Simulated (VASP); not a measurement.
# Ta3N (Cm) in VASP: notebook

Ta3N is run at these levels: PBE; tasks: single point.

Program: VASP 6.6.1. These are calculated values, not measurements. Logs are shortened: lines on timing, memory, paths and dates and some standing lists are left out, and cuts for length are marked.

### Step 1. The cell of the first run

The structure is monoclinic, space group Cm (No. 8). Conventional cell: a = 5.234 Å, b = 3.022 Å, c = 7.558 Å, α = 90.00°, β = 90.00°, γ = 90.00°. Within 4.0 Å of Ta (site symmetry m) lie 12 Ta at 3.01 to 3.02 Å and 2 N at 3.78 Å. Ta (site symmetry m) has 3 N at 2.18 to 2.20 Å and 12 Ta at 3.01 to 3.17 Å within 3.2 Å. Ta (site symmetry m) has 3 N at 2.18 Å within 2.9 Å. Within 2.9 Å of N (site symmetry m) lie 6 Ta at 2.18 to 2.20 Å.

### Step 2. Single point, PBE (atom 2 (Ta) moved -0.020 Å towards its neighbour atom 4 (N) at 2.183 Å)

Input file INCAR:

```
SYSTEM = Ta3N
  PREC = Accurate
  ENCUT = 520
  EDIFF = 1E-7
  ISMEAR = 0
  SIGMA = 0.15
  LREAL = .FALSE.
  LASPH = .TRUE.
  NELM = 60
  ALGO = Normal
  ISIF = 2
  LWAVE = .FALSE.
  LCHARG = .FALSE.
  GGA = PE
  NBANDS = 27
```

Input file KPOINTS:

```
regular mesh
0
G
  18 18 6
  0 0 0
```

Input file POSCAR:

```
Ta3N
1.0
    3.0217748255      0.0000000000      0.0000000000
   -1.5108874128      2.6169337634      0.0000000000
    0.0000000000      0.0000000000      7.5575881873
Ta N
3 1
Direct
    0.0000000000      0.0000000000      0.5000000000
    0.3363874085      0.6727748170      0.1751855717
    0.6666666667      0.3333333333      0.8264049453
    0.0000000000      0.0000000000      0.0000000000
```

Potentials or basis: VASP PAW PBE potentials, release 64 (Ta_pv, N).

On the command line:

```bash
$ cat potpaw_PBE.64/Ta_pv/POTCAR potpaw_PBE.64/N/POTCAR > POTCAR
$ mpirun -np 1 vasp_std > vasp.out
```

OUTCAR:

```text
SYSTEM = Ta3N
   PREC = Accurate
   ENCUT = 520
   EDIFF = 1E-7
   ISMEAR = 0
   LREAL = .FALSE.
   LASPH = .TRUE.
   NELM = 60
   ISIF = 2
   GGA = PE

 ion  position               nearest neighbor table
   1  0.000  0.000  0.500-   2 3.01   2 3.01   2 3.02   3 3.02   3 3.02   3 3.02
   2  0.336  0.673  0.175-   4 2.18   4 2.18   4 2.20   1 3.01   1 3.01   1 3.02   3 3.15   3 3.17
                             3 3.17
   3  0.667  0.333  0.826-   4 2.18   4 2.18   4 2.18   1 3.02   1 3.02   1 3.02   2 3.15   2 3.17
                             2 3.17
   4  0.000  0.000  0.000-   3 2.18   3 2.18   3 2.18   2 2.18   2 2.18   2 2.20

  LATTYP: Found a hexagonal cell.
 ALAT       =     3.0217748255
 C/A-ratio  =     2.5010428055

  Lattice vectors:

 A1 = (   3.0217748255,   0.0000000000,   0.0000000000)
 A2 = (  -1.5108874128,   2.6169337634,   0.0000000000)
 A3 = (   0.0000000000,   0.0000000000,   7.5575881873)

Analysis of symmetry for initial positions (statically):
=====================================================================
 Subroutine PRICEL returns:
 Original cell was already a primitive cell.

 Routine SETGRP: Setting up the symmetry group for a
 hexagonal supercell.

 Subroutine GETGRP returns: Found  2 space group operations
 (whereof  2 operations were pure point group operations)
 out of a pool of 24 trial point group operations.

The static configuration has the point symmetry C_1h.

Analysis of symmetry for dynamics (positions and initial velocities):
=====================================================================
 Subroutine PRICEL returns:
 Original cell was already a primitive cell.

 Routine SETGRP: Setting up the symmetry group for a
 hexagonal supercell.

 Subroutine GETGRP returns: Found  2 space group operations
 (whereof  2 operations were pure point group operations)
 out of a pool of 24 trial point group operations.

The dynamic configuration has the point symmetry C_1h.

 Subroutine INISYM returns: Found  2 space group operations
 (whereof  2 operations are pure point group operations),
 and found     1 'primitive' translations

----------------------------------------------------------------------------------------

                                     Primitive cell

  volume of cell :      59.7638

  direct lattice vectors                    reciprocal lattice vectors
     3.021774826  0.000000000  0.000000000     0.330931343  0.191063300  0.000000000
    -1.510887413  2.616933763  0.000000000     0.000000000  0.382126599  0.000000000
     0.000000000  0.000000000  7.557588187     0.000000000  0.000000000  0.132317345

  length of vectors
[... 90 lines left out ...]
   IBRION =     -1    ionic relax: 0-MD 1-quasi-New 2-CG
   NFREE  =      0    steps in history (QN), initial steepest desc. (CG)
   ISIF   =      2    stress and relaxation
   ISYM   =      2    0-nonsym 1-usesym 2-fastsym
   POTIM  = 0.5000    time-step for ionic-motion
   TEBEG  =    0.0;   TEEND  =   0.0 temperature during run
   PSTRESS=    0.0 pullay stress
   NELECT =      38.0000    total number of electrons
   NUPDOWN=      -1.0000    fix difference up-down
   EMIN   =  10.00;   EMAX   =-10.00  energy-range for DOS
   EFERMI =   0.00;   METHOD = LEGACY
   ISMEAR =     0;   SIGMA  =   0.15  broadening in eV -4-tet -1-fermi 0-gaus
   EFERMI_NEDOS =   21; number of points for ismear=-14 and -15
   IALGO  =     38    algorithm
   IMIX   =      4    mixing-type and parameters
     AMIX     =   0.40;   BMIX     =  1.00
     AMIX_MAG =   1.60;   BMIX_MAG =  1.00
  volume/ion in A,a.u.               =      14.94       100.83
  Fermi-wavevector in a.u.,A,eV,Ry     =   1.407743  2.660248 26.963211  1.981740
  Thomas-Fermi vector in A             =   2.529971
   LORBIT       =      0    0 simple, 1 ext, 2 COOP (PROOUT), +10 PAW based schemes
   GGA     = PE    functional components
   LHFCALC =     F    Hartree Fock is set to
   AEXX    =    0.0000 exact exchange contribution
   IVDW    =     0    specifies the selected vdW correction
   LEPSILON=     F    determine dielectric tensor
   LRPA    =     F    only Hartree local field effects (RPA)
 non-spin polarized calculation
 Gauss-broadening in eV      SIGMA  =   0.15
  energy-cutoff  :      520.00
  volume of cell :       59.76
 maximum number of plane-waves:      1636
   NGX = 11   NGY = 11   NGZ = 29

 number of electron      37.9999998 magnetization

 Free energy of the ion-electron system (eV)
  ---------------------------------------------------
  ext. energy  EPLUGINS =         0.00000000
  ---------------------------------------------------
  free energy    TOTEN  =       -45.62847956 eV

  energy without entropy =      -45.59038954  energy(sigma->0) =      -45.60943455

 E-fermi :   6.6500     XC(G=0): -12.7004

 val. band max:        6.6470686910   @ k =  -0.1667   0.1111   0.3333
 cond. band min:       6.6508441314   @ k =   0.0000  -0.1111   0.3333
 fundamental gap:      0.0037754404
 Fermi energy:         6.6500378496

 k-point     1 :       0.0000    0.0000    0.0000
  band No.  band energies     occupation
      1     -28.5146      2.00000
      2     -28.2338      2.00000
      3     -27.8876      2.00000
      4     -27.8856      2.00000
      5     -27.8603      2.00000
      6     -27.8587      2.00000
[... 709 lines left out ...]
     26       9.7862      0.00000
     27      10.6669      0.00000

 [... further k-points ...]

------------------------ aborting loop because EDIFF is reached ----------------------------------------

  FORCE on cell =-STRESS in cart. coord.  units (eV):
  Direction    XX          YY          ZZ          XY          YZ          ZX
  --------------------------------------------------------------------------------------
  -------------------------------------------------------------------------------------
  Total        0.0505314     -0.0706472      0.1461251      0.0000000     -0.1014022      0.0000000
  in kB        1.3546720     -1.8939443      3.9173937      0.0000000     -2.7184406      0.0000000
  external PRESSURE =       1.1260405 kB  Pullay stress =       0.0000000 kB

 VOLUME and BASIS-vectors are now :
 -----------------------------------------------------------------------------
  energy-cutoff  :      520.00
  volume of cell :       59.76
      direct lattice vectors                 reciprocal lattice vectors
     3.021774826  0.000000000  0.000000000     0.330931343  0.191063300  0.000000000
    -1.510887413  2.616933763  0.000000000     0.000000000  0.382126599  0.000000000
     0.000000000  0.000000000  7.557588187     0.000000000  0.000000000  0.132317345

 POSITION                                       TOTAL-FORCE (eV/Angst)
 -----------------------------------------------------------------------------------
      0.00000      0.00000      3.77879        -0.000000      0.001385      0.081692
     -0.00000      1.76061      1.32398         0.000000     -0.084723     -0.140248
      1.51089      0.87231      6.24563         0.000000     -0.009973     -0.026633
      0.00000      0.00000      0.00000        -0.000000      0.093311      0.085189
 -----------------------------------------------------------------------------------
    total drift:                               -0.000000     -0.000002      0.000061

  FREE ENERGIE OF THE ION-ELECTRON SYSTEM (eV)
  ---------------------------------------------------
  free  energy   TOTEN  =       -45.6284795602 eV

  energy  without entropy=      -45.5903895442  energy(sigma->0) =      -45.60943455
```

OSZICAR:

```text
N       E                     dE             d eps       ncg     rms          rms(c)
DAV:   1     0.337156117897E+03    0.33716E+03   -0.21196E+04 28296   0.147E+03
DAV:   2    -0.333664309497E+02   -0.37052E+03   -0.36222E+03 31979   0.426E+02
DAV:   3    -0.492814826722E+02   -0.15915E+02   -0.15595E+02 36435   0.812E+01
DAV:   4    -0.495349106171E+02   -0.25343E+00   -0.25204E+00 35733   0.995E+00
DAV:   5    -0.495381508011E+02   -0.32402E-02   -0.32354E-02 36864   0.102E+00    0.289E+01
DAV:   6    -0.460952036227E+02    0.34429E+01   -0.15820E+01 36362   0.234E+01    0.135E+01
DAV:   7    -0.457045793946E+02    0.39062E+00   -0.20866E+00 35278   0.881E+00    0.605E+00
DAV:   8    -0.456896019899E+02    0.14977E-01   -0.10266E+00 37830   0.505E+00    0.141E+00
DAV:   9    -0.456317759283E+02    0.57826E-01   -0.50621E-01 36589   0.454E+00    0.591E-01
DAV:  10    -0.456288152585E+02    0.29607E-02   -0.31777E-02 36455   0.951E-01    0.218E-01
DAV:  11    -0.456285237042E+02    0.29155E-03   -0.35190E-03 39428   0.433E-01    0.828E-02
DAV:  12    -0.456284921164E+02    0.31588E-04   -0.84356E-04 37470   0.237E-01    0.479E-02
DAV:  13    -0.456284819798E+02    0.10137E-04   -0.15008E-04 37210   0.854E-02    0.204E-02
DAV:  14    -0.456284799992E+02    0.19806E-05   -0.95584E-06 34499   0.197E-02    0.641E-03
DAV:  15    -0.456284795341E+02    0.46512E-06   -0.84610E-07 34258   0.679E-03    0.990E-04
DAV:  16    -0.456284795602E+02   -0.26086E-07   -0.45386E-08 18644   0.158E-03
   1 F= -.45628480E+02 E0= -.45609435E+02  d E =-.380900E-01
```

Wall time 6.3 min (1 thread of AMD EPYC 9R45 (Zen 5), shared host); peak memory 0.69 GiB.

Results:

```yaml
Free_energy: -45.6285 eV
Pressure: 0.1 GPa
Largest_force: 0.164 eV/Å
Band_gap_on_the_k_mesh: zero (bands 19 and 20 overlap by 0.74 eV)
```

Forces in eV/Å, atoms in the order of the input:
```
Ta   0.000  0.001  0.082
Ta   0.000 -0.085 -0.140
Ta   0.000 -0.010 -0.027
N    0.000  0.093  0.085
```

Caveat: the cell differs from its parent crystal (atom 2 (Ta) moved -0.020 Å towards its neighbour atom 4 (N) at 2.183 Å); spin-orbit coupling is left out, which moves the levels of the heavy elements.

### Step 3. Single point, PBE (atom 2 (Ta) moved +0.100 Å towards its neighbour atom 4 (N) at 2.183 Å)

Input file INCAR:

```
SYSTEM = Ta3N
  ALGO = Normal
  EDIFF = 1E-7
  ENCUT = 520
  GGA = PE
  ISIF = 2
  ISMEAR = 0
  LASPH = .True.
  LCHARG = .False.
  LREAL = .False.
  LWAVE = .False.
  NBANDS = 27
  NELM = 60
  PREC = Accurate
  SIGMA = 0.15
```

Input file KPOINTS:

```
k-points
0
Gamma
  18 18 6
  0 0 0
```

Changes to POSCAR since step 2:

```diff
@@ -9,3 +9,3 @@
     0.0000000000      0.0000000000      0.5000000000
-    0.3363874085      0.6727748170      0.1751855717
+    0.3180629574      0.6361259149      0.1656424695
     0.6666666667      0.3333333333      0.8264049453
```

Potentials or basis: VASP PAW PBE potentials, release 64 (Ta_pv, N).

On the command line:

```bash
$ cat potpaw_PBE.64/Ta_pv/POTCAR potpaw_PBE.64/N/POTCAR > POTCAR
$ mpirun -np 1 vasp_std > vasp.out
```

Wall time 6.8 min (1 thread of AMD EPYC 9R45 (Zen 5), shared host); peak memory 0.69 GiB.

It converged, with:

* Free energy: -45.5749 eV
* Pressure: 1.9 GPa
* Largest force: 1.238 eV/Å
* Band gap on the k mesh: zero (bands 19 and 20 overlap by 0.96 eV)

Forces on the atoms (eV/Å):
```
Ta   0.000 -0.015 -0.373
Ta   0.000  0.617  1.073
Ta   0.000  0.034 -0.190
N    0.000 -0.637 -0.510
```

Stress tensor (GPa, compression positive):
```
1.36 0.00 0.00
0.00 3.38 1.66
0.00 1.66 0.94
```

Levels at points of the mesh, in eV from the Fermi level:
| k point | band 16 | band 17 | band 18 | band 19 | band 20 | band 21 | band 22 | band 23 |
| --- | --- | --- | --- | --- | --- | --- | --- | --- |
| (0.00, 0.00, 0.00) | -1.54 | -0.55 | -0.45 | -0.41 | 0.35 | 0.40 | 1.01 | 1.77 |
| (0.50, 0.00, 0.00) | -3.05 | -1.16 | -0.57 | 0.41 | 0.84 | 0.93 | 3.48 | 3.84 |
| (0.00, 0.50, 0.00) | -3.04 | -1.11 | -0.64 | 0.12 | 0.84 | 0.89 | 3.48 | 4.04 |
| (0.00, 0.00, 0.50) | -1.42 | -1.12 | -0.33 | -0.28 | 0.63 | 0.64 | 1.17 | 1.33 |
| (0.50, 0.00, 0.50) | -2.87 | -1.30 | -1.13 | 0.18 | 1.02 | 1.42 | 2.51 | 4.27 |
| (0.00, 0.50, 0.50) | -2.83 | -1.28 | -1.21 | 0.09 | 0.79 | 1.38 | 2.57 | 4.24 |

Caveat: the cell differs from its parent crystal (atom 2 (Ta) moved +0.100 Å towards its neighbour atom 4 (N) at 2.183 Å); spin-orbit coupling is left out, which moves the levels of the heavy elements; forces of over 1 eV/Å act on the atoms, so gaps and moduli don't describe the material at rest.

### Step 4. Single point, PBE (atom 2 (Ta) moved -0.040 Å towards its neighbour atom 4 (N) at 2.183 Å)

Input file INCAR:

```
ALGO = Normal ; EDIFF = 1E-7
ENCUT = 520 ; GGA = PE
ISIF = 2 ; ISMEAR = 0
LASPH = T ; LCHARG = T
LELF = T ; LREAL = F
LVHAR = T ; LWAVE = F
NBANDS = 27 ; NELM = 60
PREC = Accurate ; SIGMA = 0.15
```

Input file KPOINTS:

```
k-points
0
Gamma
  18 18 6
```

Changes to POSCAR since step 3:

```diff
@@ -9,3 +9,3 @@
     0.0000000000      0.0000000000      0.5000000000
-    0.3180629574      0.6361259149      0.1656424695
+    0.3394414837      0.6788829674      0.1767760888
     0.6666666667      0.3333333333      0.8264049453
```

On the command line:

```bash
$ cat potpaw_PBE.64/Ta_pv/POTCAR potpaw_PBE.64/N/POTCAR > POTCAR
$ mpirun -np 1 vasp_std > vasp.out
```

It took 5 min on 1 thread of Intel Xeon 6975P-C (Granite Rapids), shared host; peak memory 0.72 GiB.

It converged, with:

* Free energy: -45.6237 eV
* Pressure: 0.0 GPa
* Largest force: 0.358 eV/Å
* Band gap on the k mesh: zero (bands 19 and 20 overlap by 0.75 eV)

Forces in eV/Å, atoms in the order of the input:
```
Ta   0.000  0.002  0.165
Ta   0.000 -0.158 -0.321
Ta   0.000 -0.021 -0.010
N    0.000  0.177  0.166
```

Stress tensor (GPa, compression positive):
```
 0.01  0.00  0.00
 0.00 -0.62 -0.54
 0.00 -0.54  0.47
```

Levels at points of the mesh, in eV from the Fermi level:
```
           k point  band 17  band 18  band 19  band 20  band 21  band 22
(0.00, 0.00, 0.00)    -0.42    -0.41    -0.33     0.30     0.31     0.88
(0.50, 0.00, 0.00)    -1.15    -0.51     0.04     0.72     0.89     3.57
(0.00, 0.50, 0.00)    -1.18    -0.48     0.16     0.70     0.92     3.59
(0.00, 0.00, 0.50)    -1.11    -0.22    -0.20     0.55     0.56     1.16
(0.50, 0.00, 0.50)    -1.31    -1.31     0.16     0.84     1.30     2.42
(0.00, 0.50, 0.50)    -1.34    -1.25     0.19     0.94     1.29     2.40
```

Caveat: the cell differs from its parent crystal (atom 2 (Ta) moved -0.040 Å towards its neighbour atom 4 (N) at 2.183 Å); spin-orbit coupling is left out, which moves the levels of the heavy elements.

### Step 5. Summary

```csv
cell,gap on the mesh (eV),pressure (GPa),largest force (eV/Å)
"as given, atomic positions A",none,0.1,0.16
"as given, atomic positions B",none,1.9,1.24
"as given, atomic positions C",none,0.0,0.36
```

Alike in all rows: task single point; level PBE; potentials or basis VASP PAW PBE potentials, release 64 (Ta_pv, N); no spin polarisation; k mesh 18 × 18 × 6; cutoff (eV) 520; smearing gaussian 0.15 eV.

Caveats: spin-orbit coupling is left out, which moves the levels of the heavy elements; forces of over 1 eV/Å act on the atoms, so gaps and moduli don't describe the material at rest (at least some runs).

Absolute energies hang on the potentials; compare differences alone.
